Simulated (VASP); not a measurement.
# ScBiTe3S (P4mm) in VASP: single point with PBE

Aim: the single point of ScBiTe3S with PBE.

All numbers are computed with VASP 6.6.1; they aren't measurements. Logs are shortened: lines on timing, memory, paths and dates and some standing lists are left out, and cuts for length are marked.

## 1. The cell of the first run

Symmetry: P4mm, No. 99, tetragonal system. The conventional cell has a = 5.278 Å, b = 5.278 Å, c = 10.210 Å, α = 90.00°, β = 90.00°, γ = 90.00°. Sc (site symmetry 4mm) has 4 Te at 2.91 Å and 4 Bi at 3.88 Å within 3.9 Å. Within 3.6 Å of Bi (site symmetry 4mm) lie 5 Te at 2.72 to 3.49 Å and 1 S at 3.11 Å. Within 3.8 Å of Te (site symmetry 2mm) lie 2 S at 2.76 Å and 2 Sc at 2.91 Å and 2 Bi at 3.49 Å and 4 Te at 3.73 Å. Within 3.6 Å of Te (site symmetry 4mm) lie 1 Bi at 2.72 Å. Within 3.6 Å of S (site symmetry 4mm) lie 4 Te at 2.76 Å and 1 Bi at 3.11 Å.

The cell was built from a structure type or drawn by symmetry, and may not be a known phase.

## 2. Single point, PBE, collinear spin

INCAR reads:

```
SYSTEM = ScBiTe3S
  PREC = Accurate
  ENCUT = 520
  EDIFF = 1E-6
  ISMEAR = 0
  SIGMA = 0.1
  LREAL = .FALSE.
  LASPH = .TRUE.
  NELM = 150
  ALGO = Normal
  ISIF = 2
  LWAVE = .FALSE.
  LCHARG = .TRUE.
  ISPIN = 2
  MAGMOM = 1 0 0 0 0 0
  LORBIT = 11
  LMAXMIX = 4
  GGA = PE
  LELF = .TRUE.
  LVHAR = .TRUE.
  NBANDS = 38
```

KPOINTS reads:

```
Automatic mesh
0
G
  4 4 2
  0 0 0
```

POSCAR reads:

```
ScBiTe3S
1.0
    5.2783755728      0.0000000000      0.0000000000
    0.0000000000      5.2783755728      0.0000000000
    0.0000000000      0.0000000000     10.2095295983
Sc Bi Te S
1 1 3 1
Direct
    0.0000000000      0.0000000000      0.3533850934
    0.5000000000      0.5000000000      0.2493662786
    0.5000000000      0.0000000000      0.4736356664
    0.0000000000      0.5000000000      0.4736356664
    0.5000000000      0.5000000000      0.9827257298
    0.5000000000      0.5000000000      0.5542440454
```

Potentials or basis: VASP PAW PBE potentials, release 64 (Sc_sv, Bi_d, Te, S).

Command:

```console
$ cat potpaw_PBE.64/Sc_sv/POTCAR potpaw_PBE.64/Bi_d/POTCAR potpaw_PBE.64/Te/POTCAR potpaw_PBE.64/S/POTCAR > POTCAR
$ mpirun -np 1 vasp_std > vasp.out
```

OUTCAR:

```text
SYSTEM = ScBiTe3S
   PREC = Accurate
   ENCUT = 520
   EDIFF = 1E-6
   ISMEAR = 0
   LREAL = .FALSE.
   LASPH = .TRUE.
   NELM = 150
   ISIF = 2
   ISPIN = 2
   LORBIT = 11
   GGA = PE

 ion  position               nearest neighbor table
   1  0.000  0.000  0.353-   3 2.91   4 2.91   4 2.91   3 2.91
   2  0.500  0.500  0.249-   5 2.72   6 3.11   3 3.49   4 3.49   3 3.49   4 3.49
   3  0.500  0.000  0.474-   6 2.76   6 2.76   1 2.91   1 2.91   2 3.49   2 3.49
   4  0.000  0.500  0.474-   6 2.76   6 2.76   1 2.91   1 2.91   2 3.49   2 3.49
   5  0.500  0.500  0.983-   2 2.72
   6  0.500  0.500  0.554-   3 2.76   4 2.76   3 2.76   4 2.76   2 3.11

  LATTYP: Found a simple tetragonal cell.
 ALAT       =     5.2783755728
 C/A-ratio  =     1.9342181051

  Lattice vectors:

 A1 = (   5.2783755728,   0.0000000000,   0.0000000000)
 A2 = (   0.0000000000,   5.2783755728,   0.0000000000)
 A3 = (   0.0000000000,   0.0000000000,  10.2095295983)

Analysis of symmetry for initial positions (statically):
=====================================================================
 Subroutine PRICEL returns:
 Original cell was already a primitive cell.

 Routine SETGRP: Setting up the symmetry group for a
 simple tetragonal supercell.

 Subroutine GETGRP returns: Found  8 space group operations
 (whereof  8 operations were pure point group operations)
 out of a pool of 16 trial point group operations.

The static configuration has the point symmetry C_4v.

Analysis of symmetry for dynamics (positions and initial velocities):
=====================================================================
 Subroutine PRICEL returns:
 Original cell was already a primitive cell.

 Routine SETGRP: Setting up the symmetry group for a
 simple tetragonal supercell.

 Subroutine GETGRP returns: Found  8 space group operations
 (whereof  8 operations were pure point group operations)
 out of a pool of 16 trial point group operations.

The dynamic configuration has the point symmetry C_4v.

Analysis of structural, dynamic, and magnetic symmetry:
=====================================================================
 Subroutine PRICEL returns:
 Original cell was already a primitive cell.

 Routine SETGRP: Setting up the symmetry group for a
 simple tetragonal supercell.

 Subroutine GETGRP returns: Found  8 space group operations
 (whereof  8 operations were pure point group operations)
 out of a pool of 16 trial point group operations.
[... 129 lines left out ...]
  energy-cutoff  :      520.00
  volume of cell :      284.45
 maximum number of plane-waves:      7684
 NGX is ok and might be reduce to    40
   NGX = 19   NGY = 19   NGZ = 37

 number of electron      50.0000007 magnetization      -0.0000664

 number of electron      50.0000007 magnetization       0.0000321

 Free energy of the ion-electron system (eV)
  ---------------------------------------------------
  ext. energy  EPLUGINS =         0.00000000
  ---------------------------------------------------
  free energy    TOTEN  =       -23.49304324 eV

  energy without entropy =      -23.48153927  energy(sigma->0) =      -23.48729125

 E-fermi :   1.9334     XC(G=0):  -6.8676

 val. band max:        1.8916125512   @ k =   0.0000   0.0000   0.5000
 cond. band min:       2.0287465671   @ k =   0.2500   0.2500   0.5000
 fundamental gap:      0.1371340160
 Fermi energy:         1.9334363312

 spin component 1

 k-point     1 :       0.0000    0.0000    0.0000
  band No.  band energies     occupation
      1     -48.9018      1.00000
      2     -27.7418      1.00000
      3     -27.4249      1.00000
      4     -27.4249      1.00000
      5     -21.0100      1.00000
      6     -21.0050      1.00000
[... 469 lines left out ...]
     36       7.2086      0.00000
     37       7.5335      0.00000
 Fermi energy:         1.9334363312

 spin component 2

 k-point     1 :       0.0000    0.0000    0.0000
  band No.  band energies     occupation
      1     -48.9018      1.00000
      2     -27.7418      1.00000
      3     -27.4249      1.00000
      4     -27.4249      1.00000
      5     -21.0100      1.00000
      6     -21.0050      1.00000
[... 469 lines left out ...]
     36       7.2086      0.00000
     37       7.5331      0.00000
 [bands above 37 left out]

------------------------ aborting loop because EDIFF is reached ----------------------------------------

  FORCE on cell =-STRESS in cart. coord.  units (eV):
  Direction    XX          YY          ZZ          XY          YZ          ZX
  --------------------------------------------------------------------------------------
  -------------------------------------------------------------------------------------
  Total       -0.0076827     -0.0076827      0.1758578      0.0000000      0.0000000      0.0000000
  in kB       -0.0432730     -0.0432730      0.9905260      0.0000000      0.0000000      0.0000000
  external PRESSURE =       0.3013267 kB  Pullay stress =       0.0000000 kB

 VOLUME and BASIS-vectors are now :
 -----------------------------------------------------------------------------
  energy-cutoff  :      520.00
  volume of cell :      284.45
      direct lattice vectors                 reciprocal lattice vectors
     5.278375573  0.000000000  0.000000000     0.189452226  0.000000000  0.000000000
     0.000000000  5.278375573  0.000000000     0.000000000  0.189452226  0.000000000
     0.000000000  0.000000000 10.209529598     0.000000000  0.000000000  0.097947706

 POSITION                                       TOTAL-FORCE (eV/Angst)
 -----------------------------------------------------------------------------------
      0.00000      0.00000      3.60790         0.000000     -0.000000     -0.026321
      2.63919      2.63919      2.54591         0.000000      0.000000     -0.021207
      2.63919      0.00000      4.83560         0.000000     -0.000000      0.042526
      0.00000      2.63919      4.83560         0.000000     -0.000000      0.042526
      2.63919      2.63919     10.03317         0.000000     -0.000000     -0.016353
      2.63919      2.63919      5.65857        -0.000000     -0.000000     -0.021171
 -----------------------------------------------------------------------------------
    total drift:                               -0.000000     -0.000000     -0.000754

  FREE ENERGIE OF THE ION-ELECTRON SYSTEM (eV)
  ---------------------------------------------------
  free  energy   TOTEN  =       -23.4930432367 eV

  energy  without entropy=      -23.4815392652  energy(sigma->0) =      -23.48729125

 total charge

# of ion       s       p       d       tot
------------------------------------------
    1        2.163   6.074   1.052   9.289
    2        1.551   1.269   9.935  12.754
    3        1.402   1.889   0.049   3.340
    4        1.402   1.889   0.049   3.340
    5        1.395   1.925   0.014   3.334
    6        1.397   2.214   0.000   3.610
--------------------------------------------------
tot          9.309  15.259  11.099  35.668

 magnetization (x)

# of ion       s       p       d       tot
------------------------------------------
    1       -0.000  -0.000  -0.000  -0.000
    2       -0.000  -0.000   0.000  -0.000
    3       -0.000   0.000  -0.000   0.000
    4       -0.000   0.000  -0.000   0.000
    5       -0.000   0.000  -0.000   0.000
    6        0.000  -0.000   0.000  -0.000
--------------------------------------------------
tot         -0.000   0.000  -0.000  -0.000
```

OSZICAR:

```text
N       E                     dE             d eps       ncg     rms          rms(c)
DAV:   1     0.484776551902E+03    0.48478E+03   -0.20397E+04  1920   0.111E+03
DAV:   2     0.297189253660E+02   -0.45506E+03   -0.43732E+03  1912   0.312E+02
DAV:   3    -0.220874029083E+02   -0.51806E+02   -0.49235E+02  2520   0.116E+02
[... 10 lines left out ...]
DAV:  14    -0.234929453958E+02   -0.59554E-04   -0.51159E-05  2318   0.376E-02    0.221E-02
DAV:  15    -0.234930200516E+02   -0.74656E-04   -0.60977E-05  1914   0.248E-02    0.110E-02
DAV:  16    -0.234930360334E+02   -0.15982E-04   -0.12521E-05  2112   0.139E-02    0.596E-03
DAV:  17    -0.234930403075E+02   -0.42741E-05   -0.31744E-06  1650   0.752E-03    0.344E-03
DAV:  18    -0.234930427243E+02   -0.24168E-05   -0.25091E-06  1616   0.599E-03    0.171E-03
DAV:  19    -0.234930432367E+02   -0.51241E-06   -0.11340E-06  1478   0.442E-03
   1 F= -.23493043E+02 E0= -.23487291E+02  d E =-.115040E-01  mag=     0.0000
```

stdout:

```text
POSCAR found type information on POSCAR ScBiTeS
 POSCAR found :  4 types and       6 ions
 scaLAPACK will be used
 LDA part: xc-table for (Slater+PW92), standard interpolation
 POSCAR, INCAR and KPOINTS ok, starting setup
 FFT: planning ... GRIDC
 FFT: planning ... GRID_SOFT
 FFT: planning ... GRID
 WAVECAR not read
 entering main loop
```

Run time: 11 min. Hardware: 1 thread of Intel Xeon 8259CL, shared host; peak memory 0.59 GiB.

What came out:

```
Free energy                                           : -23.4930 eV
Pressure                                              : 0.0 GPa
Largest force                                         : 0.043 eV/Å
Band gap on the k mesh                                : zero (filled and empty bands overlap)
Net moment                                            : 0.00 μB per cell
Valence electrons inside the program's atomic spheres : Sc 9.29; Bi 12.75; Te 3.34, 3.33 (each value once); S 3.61
```

Forces in eV/Å, atoms in the order of the input:
```
Sc   0.000  0.000 -0.026
Bi   0.000  0.000 -0.021
Te   0.000  0.000  0.043
Te   0.000  0.000  0.043
Te   0.000  0.000 -0.016
S    0.000  0.000 -0.021
```

Levels at points of the mesh, in eV from the Fermi level:
Spin up:
| k point | band 23 | band 24 | band 25 | band 26 | band 27 | band 28 |
| --- | --- | --- | --- | --- | --- | --- |
| (0.00, 0.00, 0.00) | -1.57 | -1.49 | -0.09 | -0.09 | 0.26 | 0.57 |
| (0.50, 0.00, 0.00) | -1.40 | -0.78 | -0.30 | -0.29 | 0.46 | 0.78 |
| (0.50, 0.50, 0.00) | -0.75 | -0.75 | -0.53 | -0.43 | 0.36 | 0.60 |
| (0.00, 0.00, 0.50) | -1.59 | -1.02 | -0.04 | -0.04 | 0.26 | 0.57 |
| (0.50, 0.00, 0.50) | -1.12 | -0.79 | -0.29 | -0.25 | 0.41 | 0.78 |
| (0.50, 0.50, 0.50) | -0.76 | -0.76 | -0.53 | -0.47 | 0.36 | 0.57 |
Spin down:
```csv
k point,band 22,band 23,band 24,band 25,band 26,band 27,band 28,band 29
"(0.00, 0.00, 0.00)",-1.57,-1.57,-1.49,-0.09,-0.09,0.26,0.57,1.64
"(0.50, 0.00, 0.00)",-1.59,-1.40,-0.78,-0.30,-0.29,0.46,0.78,0.90
"(0.50, 0.50, 0.00)",-1.56,-0.75,-0.75,-0.53,-0.43,0.36,0.60,0.60
"(0.00, 0.00, 0.50)",-1.59,-1.59,-1.02,-0.04,-0.04,0.26,0.57,1.64
"(0.50, 0.00, 0.50)",-1.61,-1.12,-0.79,-0.29,-0.25,0.41,0.78,0.89
"(0.50, 0.50, 0.50)",-1.21,-0.76,-0.76,-0.53,-0.47,0.36,0.57,0.57
```

Caveat: spin-orbit coupling is left out, which moves the levels of the heavy elements; this functional lacks dispersion, which binds the layers, so the pressure and a relaxed spacing across them are unreliable.
